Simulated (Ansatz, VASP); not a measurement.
BaS in VASP and in Ansatz

POSCAR

```
BaS
1.0
    0.0000000000      3.2437130834      3.2437130834
    3.2437130834      0.0000000000      3.2437130834
    3.2437130834      3.2437130834      0.0000000000
Ba S
1 1
Direct
    0.0000000000      0.0000000000      0.0000000000
    0.5000000000      0.5000000000      0.5000000000
```

INCAR.step1

```
PREC     = Accurate       # precision mode
ENCUT    = 520            # plane-wave cutoff, eV
ISMEAR   = 0              # smearing method
SIGMA    = 0.01           # smearing width, eV
LREAL    = False          # projectors in reciprocal space
LASPH    = True           # aspherical terms in the spheres
NELM     = 80             # most SCF steps
NBANDS   = 15             # bands
GGA      = PE             # functional
ALGO     = Normal         # electronic algorithm
EDIFF    = 1E-4           # SCF threshold, eV
LWAVE    = True           # write WAVECAR
LCHARG   = False          # write CHGCAR
```

File INCAR.step2:

```
PREC     = Accurate       # precision mode
ENCUT    = 520            # plane-wave cutoff, eV
EDIFF    = 1E-6           # SCF threshold, eV
ISMEAR   = 0              # smearing method
SIGMA    = 0.01           # smearing width, eV
LREAL    = False          # projectors in reciprocal space
LASPH    = True           # aspherical terms in the spheres
NELM     = 80             # most SCF steps
ALGO     = Normal         # electronic algorithm
ISIF     = 2              # what is computed and relaxed
LWAVE    = False          # write WAVECAR
LCHARG   = False          # write CHGCAR
METAGGA  = R2SCAN         # meta-GGA
LMIXTAU  = True         
NBANDS   = 15             # bands
ISTART   = 1
```

File KPOINTS:

```
regular mesh
0
Gamma
  6 6 6
```

Input for Ansatz:

```yaml
crystal:
  lattice:
    - [0.0, 3.2437130834, 3.2437130834]
    - [3.2437130834, 0.0, 3.2437130834]
    - [3.2437130834, 3.2437130834, 0.0]
  atoms:
    - { symbol: Ba, position: [0.0, 0.0, 0.0] }
    - { symbol: S, position: [0.5, 0.5, 0.5] }
kpoints:
  mp_grid: { grid: [6, 6, 6] }
hamiltonian:
  xc: r2scan
scf:
  occupations: { method: fixed }
  n_extra_bands: 4
output:
  forces: true
  stress: true
  eigenvalues: true
```

Alike in both runs: task single point; functional r2SCAN; k mesh 6 × 6 × 6; no spin polarisation.

|  | VASP | Ansatz |
| --- | --- | --- |
| version | VASP 6.6.1 | Ansatz 0.2.0 |
| potentials or method | VASP PAW PBE potentials, release 64 (Ba_sv, S) | plane waves, PAW |
| plane-wave cutoff (eV) | 520 | 500 |
| occupations | gaussian, width 0.01 eV | fixed |
| valence electrons in the cell | 16 | 16 |

Ansatz gave:

| Property | Result |
| --- | --- |
| gap on the k mesh at the Fermi level (eV) | 2.62 |
| pressure (GPa) | -1.2 |

Q: Estimate VASP's values.

A: gap on the k mesh at the Fermi level (eV): 2.54; pressure (GPa): -0.7.

VASP's potentials were made for PBE, not for r2SCAN.

Spin-orbit coupling is off throughout.
